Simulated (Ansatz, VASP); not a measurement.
## BP: VASP beside Ansatz

```xyz
2
Lattice="2.6319 0.0000 0.0000 0.0000 2.6319 0.0000 0.0000 0.0000 2.8943" Properties=species:S:1:pos:R:3 pbc="T T T"
B     0.0000    0.0000    0.0000
P     1.3160    1.3160    1.4472
```

Change from the starting cell: species swapped into the TaRu type (P4/mmm, No. 123).

Alike in both runs: functional PBE; k mesh 6 × 6 × 6; occupations gaussian, width 0.1 eV; no spin polarisation.

Ansatz relaxed the structure, and its values are those at the end. VASP's run is a single point on that final structure, the one shown.

|  | VASP | Ansatz |
| --- | --- | --- |
| version | VASP 6.6.1 | Ansatz 0.2.0 |
| potentials or method | VASP PAW PBE potentials, release 64 (B, P), cutoff 520 eV | scalar-relativistic, plane waves, PAW |
| valence electrons in the cell | 8 | 8 |

VASP gave:

- gap on the k mesh at the Fermi level (eV): none
- pressure (GPa): -0.3

Task: Estimate Ansatz's values.

Result: gap on the k mesh at the Fermi level (eV): none; pressure (GPa): 0.0.

A gap of «none» marks a metal or a gap that the smearing closes. The functional is the same, so the differences come from potentials, cutoffs and numerics.

The k mesh is coarse, so the values compare programs but aren't converged.
